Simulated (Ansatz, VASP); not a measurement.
# LiF in VASP and in Ansatz

The input POSCAR:

```
LiF
1.0
    3.2469455101      0.0000000000      0.0000000000
   -1.6234727550      2.8119372964      0.0000000000
    0.0000000000      0.0000000000      3.9591930991
Li F
2 2
Direct
    0.3333333333      0.6666666667      0.2500000000
    0.6666666667      0.3333333333      0.7500000000
    0.6666666667      0.3333333333      0.2500000000
    0.3333333333      0.6666666667      0.7500000000
```

Contents of INCAR.step1:

```
SYSTEM = LiF
PREC = Accurate ; ENCUT = 520
ISMEAR = 0 ; SIGMA = 0.01
LREAL = .FALSE. ; LASPH = .TRUE.
NELM = 80 ; NBANDS = 18
GGA = PE ; ALGO = Normal
EDIFF = 1E-4 ; LWAVE = .TRUE.
LCHARG = .FALSE.
```

INCAR.step2

```
SYSTEM = LiF
PREC = Accurate ; ENCUT = 520
EDIFF = 1E-6 ; ISMEAR = 0
SIGMA = 0.01 ; LREAL = .FALSE.
LASPH = .TRUE. ; NELM = 80
ALGO = Normal ; ISIF = 2
LWAVE = .FALSE. ; LCHARG = .FALSE.
METAGGA = R2SCAN ; LMIXTAU = .TRUE.
NBANDS = 18 ; ISTART = 1
```

The input KPOINTS:

```
Automatic mesh
0
G
  9 9 6
  0 0 0
```

Input for Ansatz:

```yaml
crystal:
  lattice:
    - [3.2469455101, 0.0, 0.0]
    - [-1.623472755, 2.8119372964, 0.0]
    - [0.0, 0.0, 3.9591930991]
  atoms:
    - { symbol: Li, position: [0.3333333333, 0.6666666667, 0.25] }
    - { symbol: Li, position: [0.6666666667, 0.3333333333, 0.75] }
    - { symbol: F, position: [0.6666666667, 0.3333333333, 0.25] }
    - { symbol: F, position: [0.3333333333, 0.6666666667, 0.75] }
kpoints:
  mp_grid: { grid: [9, 9, 6] }
hamiltonian:
  xc: r2scan
scf:
  occupations: { method: fixed }
  n_extra_bands: 5
output:
  forces: true
  stress: true
  eigenvalues: true
```

Alike in both runs: task single point; functional r2SCAN; k mesh 9 × 9 × 6; no spin polarisation.

|  | VASP | Ansatz |
| --- | --- | --- |
| version | VASP 6.6.1 | Ansatz 0.2.0 |
| potentials or method | VASP PAW PBE potentials, release 64 (Li_sv, F) | plane waves, PAW |
| plane-wave cutoff (eV) | 520 | 500 |
| occupations | gaussian, width 0.01 eV | fixed |
| valence electrons in the cell | 20 | 20 |

Ansatz gave:

```
gap on the k mesh at the Fermi level (eV) : 8.70
```

Problem. What did VASP give for the same quantities?

Solution. gap on the k mesh at the Fermi level (eV): 8.81.

VASP's potentials were made for PBE, not for r2SCAN.

Noted on VASP's run: the cutoff is short for stress, so the pressure is rough.
